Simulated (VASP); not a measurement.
# Ga (I4/mmm) in VASP: single point with PBE

Aim: the single point of Ga with PBE.

Everything below comes from runs of VASP 6.6.1. Logs are shortened: lines on timing, memory, paths and dates and some standing lists are left out, and cuts for length are marked.

### 1 The cell of the first run

Symmetry: I4/mmm, No. 139, tetragonal system. The conventional cell has a = 2.863 Å, b = 2.863 Å, c = 4.606 Å, α = 90.00°, β = 90.00°, γ = 90.00°. Ga (site symmetry 4/mmm) has 12 Ga at 2.86 to 3.07 Å within 3.8 Å.

### 2 Single point, PBE

INCAR

```
PREC = Accurate
ENCUT = 520
EDIFF = 1E-7
ISMEAR = 0
SIGMA = 0.1
LREAL = F
LASPH = T
NELM = 80
ALGO = Fast
ISIF = 2
LWAVE = F
LCHARG = T
GGA = PE
LELF = T
LVHAR = T
NBANDS = 12
```

KPOINTS

```
regular mesh
0
Gamma
  22 22 22
```

POSCAR

```
Ga
1.0
   -1.4315696463      1.4315696463      2.3031218197
    1.4315696463     -1.4315696463      2.3031218197
    1.4315696463      1.4315696463     -2.3031218197
Ga
1
Direct
    0.0000000000      0.0000000000      0.0000000000
```

Potentials or basis: VASP PAW PBE potentials, release 64 (Ga_d).

Started as:

```bash
> cat potpaw_PBE.64/Ga_d/POTCAR > POTCAR
> mpirun -np 1 vasp_std > vasp.out
```

OUTCAR:

```text
PREC = Accurate
   ENCUT = 520
   EDIFF = 1E-7
   ISMEAR = 0
   LREAL = F
   LASPH = T
   NELM = 80
   ISIF = 2
   GGA = PE

 ion  position               nearest neighbor table
   1  0.000  0.000  0.000-

  LATTYP: Found a body centered tetragonal cell.
 ALAT       =     2.8631392926
 C/A-ratio  =     1.6088087825

  Lattice vectors:

 A1 = (  -1.4315696463,   1.4315696463,   2.3031218197)
 A2 = (   1.4315696463,  -1.4315696463,   2.3031218197)
 A3 = (   1.4315696463,   1.4315696463,  -2.3031218197)

Analysis of symmetry for initial positions (statically):
=====================================================================
 Subroutine PRICEL returns:
 Original cell was already a primitive cell.

 Routine SETGRP: Setting up the symmetry group for a
 body centered tetragonal supercell.

 Subroutine GETGRP returns: Found 16 space group operations
 (whereof 16 operations were pure point group operations)
 out of a pool of 16 trial point group operations.

The static configuration has the point symmetry D_4h.

Analysis of symmetry for dynamics (positions and initial velocities):
=====================================================================
 Subroutine PRICEL returns:
 Original cell was already a primitive cell.

 Routine SETGRP: Setting up the symmetry group for a
 body centered tetragonal supercell.

 Subroutine GETGRP returns: Found 16 space group operations
 (whereof 16 operations were pure point group operations)
 out of a pool of 16 trial point group operations.

The dynamic configuration has the point symmetry D_4h.

 Subroutine INISYM returns: Found 16 space group operations
 (whereof 16 operations are pure point group operations),
 and found     1 'primitive' translations

----------------------------------------------------------------------------------------

                                     Primitive cell

  volume of cell :      18.8800

  direct lattice vectors                    reciprocal lattice vectors
    -1.431569646  1.431569646  2.303121820     0.000000000  0.349266975  0.217096636
     1.431569646 -1.431569646  2.303121820     0.349266975  0.000000000  0.217096636
     1.431569646  1.431569646 -2.303121820     0.349266975  0.349266975  0.000000000

  length of vectors
     3.066456166  3.066456166  3.066456166     0.411240039  0.411240039  0.493938093

  position of ions in fractional coordinates (direct lattice)
     0.000000000  0.000000000  0.000000000

  ion indices of the primitive-cell ions
   primitive index   ion index
                 1           1

[... 78 lines left out ...]
   ISYM   =      2    0-nonsym 1-usesym 2-fastsym
   POTIM  = 0.5000    time-step for ionic-motion
   TEBEG  =    0.0;   TEEND  =   0.0 temperature during run
   PSTRESS=    0.0 pullay stress
   NELECT =      13.0000    total number of electrons
   NUPDOWN=      -1.0000    fix difference up-down
   EMIN   =  10.00;   EMAX   =-10.00  energy-range for DOS
   EFERMI =   0.00;   METHOD = LEGACY
   ISMEAR =     0;   SIGMA  =   0.10  broadening in eV -4-tet -1-fermi 0-gaus
   EFERMI_NEDOS =   21; number of points for ismear=-14 and -15
   IALGO  =     68    algorithm
   IMIX   =      4    mixing-type and parameters
     AMIX     =   0.40;   BMIX     =  1.00
     AMIX_MAG =   1.60;   BMIX_MAG =  1.00
  volume/ion in A,a.u.               =      18.88       127.41
  Fermi-wavevector in a.u.,A,eV,Ry     =   1.445624  2.731833 28.433843  2.089829
  Thomas-Fermi vector in A             =   2.563785
   LORBIT       =      0    0 simple, 1 ext, 2 COOP (PROOUT), +10 PAW based schemes
   GGA     = PE    functional components
   LHFCALC =     F    Hartree Fock is set to
   AEXX    =    0.0000 exact exchange contribution
   IVDW    =     0    specifies the selected vdW correction
   LEPSILON=     F    determine dielectric tensor
   LRPA    =     F    only Hartree local field effects (RPA)
 non-spin polarized calculation
 RMM-DIIS sequential band-by-band and
 Gauss-broadening in eV      SIGMA  =   0.10
  energy-cutoff  :      520.00
  volume of cell :       18.88
 maximum number of plane-waves:       522
   NGX = 11   NGY = 11   NGZ = 11

 number of electron      13.0000007 magnetization

 Free energy of the ion-electron system (eV)
  ---------------------------------------------------
  ext. energy  EPLUGINS =         0.00000000
  ---------------------------------------------------
  free energy    TOTEN  =        -2.89004394 eV

  energy without entropy =       -2.88823903  energy(sigma->0) =       -2.88914148

 E-fermi :   5.5416     XC(G=0): -11.0155

 val. band max:        5.5414734711   @ k =  -0.3636  -0.3636   0.0455
 cond. band min:       5.5565886018   @ k =   0.4091   0.2273   0.1364
 fundamental gap:      0.0151151306
 Fermi energy:         5.5416389668

 k-point     1 :       0.0000    0.0000    0.0000
  band No.  band energies     occupation
      1      -9.4442      2.00000
      2      -9.3194      2.00000
      3      -9.3194      2.00000
      4      -9.3146      2.00000
      5      -9.1809      2.00000
      6      -5.4917      2.00000
      7      17.7093      0.00000
      8      17.7818      0.00000
      9      17.7818      0.00000
     10      21.3281      0.00000
     11      21.6085      0.00000
     12      22.0651      0.00000
[... 331 lines left out ...]
 k-point    24 :      -0.4545    0.0455    0.0000
  band No.  band energies     occupation
      1      -9.4324      2.00000
      2      -9.4045      2.00000
      3      -9.3049      2.00000
      4      -9.1691      2.00000
      5      -9.1278      2.00000
      6      -0.3421      2.00000
      7       2.8702      2.00000
      8      13.4599      0.00000
      9      16.5275      0.00000
     10      17.9620      0.00000
     11      19.8760      0.00000
     12      22.5303      0.00000

 [... further k-points ...]
[... 5 lines left out ...]
  --------------------------------------------------------------------------------------
  -------------------------------------------------------------------------------------
  Total       -0.0121889     -0.0121889     -0.0209160      0.0000000     -0.0000000      0.0000000
  in kB       -1.0343603     -1.0343603     -1.7749558      0.0000000     -0.0000000      0.0000000
  external PRESSURE =      -1.2812255 kB  Pullay stress =       0.0000000 kB

 VOLUME and BASIS-vectors are now :
 -----------------------------------------------------------------------------
  energy-cutoff  :      520.00
  volume of cell :       18.88
      direct lattice vectors                 reciprocal lattice vectors
    -1.431569646  1.431569646  2.303121820     0.000000000  0.349266975  0.217096636
     1.431569646 -1.431569646  2.303121820     0.349266975  0.000000000  0.217096636
     1.431569646  1.431569646 -2.303121820     0.349266975  0.349266975  0.000000000

 POSITION                                       TOTAL-FORCE (eV/Angst)
 -----------------------------------------------------------------------------------
      0.00000      0.00000      0.00000        -0.000000     -0.000000     -0.000000
 -----------------------------------------------------------------------------------
    total drift:                                0.000000      0.000000      0.000000

  FREE ENERGIE OF THE ION-ELECTRON SYSTEM (eV)
  ---------------------------------------------------
  free  energy   TOTEN  =        -2.8900439363 eV

  energy  without entropy=       -2.8882390316  energy(sigma->0) =       -2.88914148
```

OSZICAR:

```text
N       E                     dE             d eps       ncg     rms          rms(c)
DAV:   1     0.431077310674E+02    0.43108E+02   -0.67008E+03 21904   0.187E+03
DAV:   2    -0.779619700135E+00   -0.43887E+02   -0.42235E+02 21096   0.260E+02
DAV:   3    -0.289967510025E+01   -0.21201E+01   -0.21152E+01 23028   0.455E+01
DAV:   4    -0.291722128769E+01   -0.17546E-01   -0.17544E-01 22944   0.444E+00
DAV:   5    -0.291741573532E+01   -0.19445E-03   -0.19444E-03 23852   0.450E-01    0.842E-01
RMM:   6    -0.289544567027E+01    0.21970E-01   -0.25545E-02 28349   0.226E+00    0.437E-01
RMM:   7    -0.289053735586E+01    0.49083E-02   -0.91490E-03 30030   0.994E-01    0.117E-01
RMM:   8    -0.289003234890E+01    0.50501E-03   -0.90022E-04 29621   0.362E-01    0.121E-02
RMM:   9    -0.289004132293E+01   -0.89740E-05   -0.10970E-04 30528   0.156E-01    0.653E-03
RMM:  10    -0.289004385426E+01   -0.25313E-05   -0.23868E-05 34032   0.612E-02    0.776E-04
RMM:  11    -0.289004395086E+01   -0.96600E-07   -0.14366E-06 26037   0.139E-02    0.540E-04
RMM:  12    -0.289004393629E+01    0.14563E-07   -0.39264E-07 19539   0.791E-03
   1 F= -.28900439E+01 E0= -.28891415E+01  d E =-.180490E-02
```

stdout:

```text
POSCAR found type information on POSCAR Ga
 POSCAR found :  1 types and       1 ions
 scaLAPACK will be used
 LDA part: xc-table for (Slater+PW92), standard interpolation
 POSCAR, INCAR and KPOINTS ok, starting setup
 FFT: planning ... GRIDC
 FFT: planning ... GRID_SOFT
 FFT: planning ... GRID
 WAVECAR not read
 entering main loop
WARNING in EDDRMM: call to ZHEGV failed, returncode =   6  3      9
WARNING in EDDRMM: call to ZHEGV failed, returncode =   8  4      7
WARNING in EDDRMM: call to ZHEGV failed, returncode =   6  3     10
WARNING in EDDRMM: call to ZHEGV failed, returncode =   6  3     11
```

Run time: 63 s. Hardware: 1 thread of Intel Xeon 6975P-C (Granite Rapids), shared host; peak memory 0.28 GiB.

Results:

```yaml
Free_energy: -2.8900 eV
Pressure: -0.1 GPa
```

Levels at points of the mesh, in eV from the Fermi level:
| k point | band 3 | band 4 | band 5 | band 6 | band 7 | band 8 | band 9 | band 10 |
| --- | --- | --- | --- | --- | --- | --- | --- | --- |
| (0.00, 0.00, 0.00) | -14.86 | -14.86 | -14.72 | -11.03 | 12.17 | 12.24 | 12.24 | 15.79 |
| (0.50, 0.00, 0.00) | -14.85 | -14.70 | -14.66 | -4.89 | -3.93 | 8.08 | 11.38 | 12.09 |
| (0.50, 0.50, 0.00) | -14.71 | -14.70 | -14.59 | -1.97 | -1.42 | 3.87 | 4.88 | 7.76 |
| (0.50, 0.50, 0.50) | -14.67 | -14.67 | -14.67 | -4.02 | -3.44 | 6.43 | 6.43 | 9.62 |
